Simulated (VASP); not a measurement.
Here is a VASP 6.6.1 calculation.

Contents of INCAR:

```
SYSTEM = InP
  PREC = Accurate
  ENCUT = 520
  EDIFF = 1E-8
  ISMEAR = 0
  SIGMA = 0.01
  LREAL = .FALSE.
  LASPH = .TRUE.
  NELM = 100
  ALGO = Normal
  ISIF = 2
  LWAVE = .FALSE.
  LCHARG = .FALSE.
  GGA = PE
  IBRION = 8
  NSW = 1
  LEPSILON = .TRUE.
```

The input KPOINTS:

```
Automatic mesh
0
G
  8 8 8
  0 0 0
```

The input POSCAR:

```
InP
1.0
    0.0000000000      2.9305000000      2.9305000000
    2.9305000000      0.0000000000      2.9305000000
    2.9305000000      2.9305000000      0.0000000000
In P
1 1
Direct
    0.0000000000      0.0000000000      0.0000000000
    0.7500000000      0.7500000000      0.7500000000
```

Potentials or basis: VASP PAW PBE potentials, release 64 (In_d, P).

Launch:

```sh
$ cat potpaw_PBE.64/In_d/POTCAR potpaw_PBE.64/P/POTCAR > POTCAR
$ mpirun -np 1 vasp_std > vasp.out
```

**Question.** What does it give for the electronic dielectric tensor (diagonal)?

**Answer.** 14.63.

**Question.** Predict the Born charges (mean of the diagonal).

**Answer.** In +2.64; P -2.64 e.

**Question.** What does it give for the highest phonon frequency at Γ, LO-TO splitting left out?

**Answer.** 302 cm⁻¹.

Electronic dielectric tensor:
```
14.63  0.00  0.00
 0.00 14.63  0.00
 0.00  0.00 14.63
```

Caveat: the cell wasn't relaxed at this level first, which shifts response properties.
